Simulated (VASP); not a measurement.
Here is a VASP 6.6.1 calculation.

Contents of INCAR:

```
ALGO     = Normal         # electronic algorithm
EDIFF    = 1E-6           # SCF threshold, eV
ENCUT    = 500            # plane-wave cutoff, eV
GGA      = PE             # functional
GGA_COMPAT= F            
ISIF     = 2              # what is computed and relaxed
ISMEAR   = -1             # smearing method
LASPH    = T              # aspherical terms in the spheres
LCHARG   = T              # write CHGCAR
LELF     = T              # ELF
LREAL    = F              # projectors in reciprocal space
LVHAR    = T            
LWAVE    = F              # write WAVECAR
NBANDS   = 21             # bands
NELM     = 120            # most SCF steps
PREC     = Accurate       # precision mode
SIGMA    = 0.1            # smearing width, eV
```

Contents of KPOINTS:

```
k-points
0
Gamma
  4 4 3
```

Contents of POSCAR:

```
Ru
1.0
    2.7058000000      0.0000000000      0.0000000000
   -1.3529000000      2.3432920000      0.0000000000
    0.0000000000      0.0000000000      4.2819000000
Ru
2
Direct
    0.3333333333      0.6666666667      0.2500000000
    0.6666666667      0.3333333333      0.7500000000
```

Potentials or basis: VASP PAW PBE potentials, release 64 (Ru_pv).

Run with:

```bash
$ cat potpaw_PBE.64/Ru_pv/POTCAR > POTCAR
$ mpirun -np 1 vasp_std > vasp.out
```

Problem. Predict the pressure.

Solution. 4.1 GPa.

Problem. Estimate the band gap on the k mesh.

Solution. Zero (band 14 reaches 14.52 eV, above the bottom of band 15 at 11.44 eV).

Stress tensor (GPa, compression positive):
```
6.16 0.00 0.00
0.00 6.16 0.00
0.00 0.00 0.10
```

Caveat: the k points lie up to 0.67 Å⁻¹ apart.
